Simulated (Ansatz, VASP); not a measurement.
**ZnSe in VASP and in Ansatz**

```xyz
2
Lattice="0.0000 2.8665 2.8665 2.8665 0.0000 2.8665 2.8665 2.8665 0.0000" Properties=species:S:1:pos:R:3 pbc="T T T"
Zn    0.0000    0.0000    0.0000
Se    1.4332    1.4332    1.4332
```

Alike in both runs: functional PBE; k mesh 8 × 8 × 8; occupations gaussian, width 0.02 eV; no spin polarisation.

Ansatz relaxed the structure, and its values are those at the end. VASP's run is a single point on that final structure, the one shown.

|  | VASP | Ansatz |
| --- | --- | --- |
| version | VASP 6.6.1 | Ansatz 0.2.0 |
| potentials or method | VASP PAW PBE potentials, release 64 (Zn, Se), cutoff 500 eV | scalar-relativistic, plane waves, PAW |
| valence electrons in the cell | 18 | 28 |

|  | VASP | Ansatz | Ansatz less VASP |
| --- | --- | --- | --- |
| gap on the k mesh at the Fermi level (eV) | 1.15 | 1.15 | -0.004 |
| least direct gap on the mesh (eV) | 1.15 | 1.15 | -0.004 |
| pressure (GPa) | 0.2 | 0.0 | -0.20 |

The functional is the same, so the differences come from potentials, cutoffs and numerics. VASP's potentials hold 18 valence electrons a cell and Ansatz's 28, so a difference there can come from the potentials and not from the codes.
